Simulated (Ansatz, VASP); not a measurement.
One calculation of InSb, two programs

```
CELL_PARAMETERS angstrom
5.35700 0.00000 0.00000
0.00000 5.71200 0.00000
0.00000 0.00000 3.06300
ATOMIC_POSITIONS crystal
In 0.00000 0.00000 0.00000
In 0.50000 0.50000 0.00000
Sb 0.50000 0.00000 0.83500
Sb 0.00000 0.50000 0.16500
```

Alike in both runs: task electric field gradients; functional LDA; k mesh 6 × 6 × 11; occupations fermi-dirac, width 0.08 eV; no spin polarisation.

|  | VASP | Ansatz |
| --- | --- | --- |
| version | VASP 6.6.1 | Ansatz 0.2.0 |
| potentials or method | VASP PAW LDA potentials, release 64 (In_d, Sb) | PAW with Ansatz's default frozen-core files, scalar-relativistic |
| plane-wave cutoff (eV) | 520 | 420 |
| valence electrons in the cell | 36 | 56 |

VASP gave:

| Item | Value |
| --- | --- |
| pressure (GPa) | 11.8 |
| traceless stress, the component that is largest in VASP (GPa) | 11.13 |
| rms of the force components (eV/Å) | 0.270 |
| size of Vzz on the site where it differs most (V/Å²) | 85.0 |

Q: Estimate Ansatz's values.

A: Pressure (GPa): 11.5; traceless stress, the component that is largest in VASP (GPa): 11.09; rms of the force components (eV/Å): 0.268; size of Vzz on the site where it differs most (V/Å²): 75.0.

LDA's correlation is that of Perdew and Zunger in VASP and of Perdew and Wang (1992) in Ansatz. Atom by atom the forces differ by 0.003 eV/Å (rms over components). VASP's potentials hold 36 valence electrons a cell and Ansatz's 56, so a difference there can come from the potentials and not from the codes.

Neither program's run includes spin-orbit coupling.
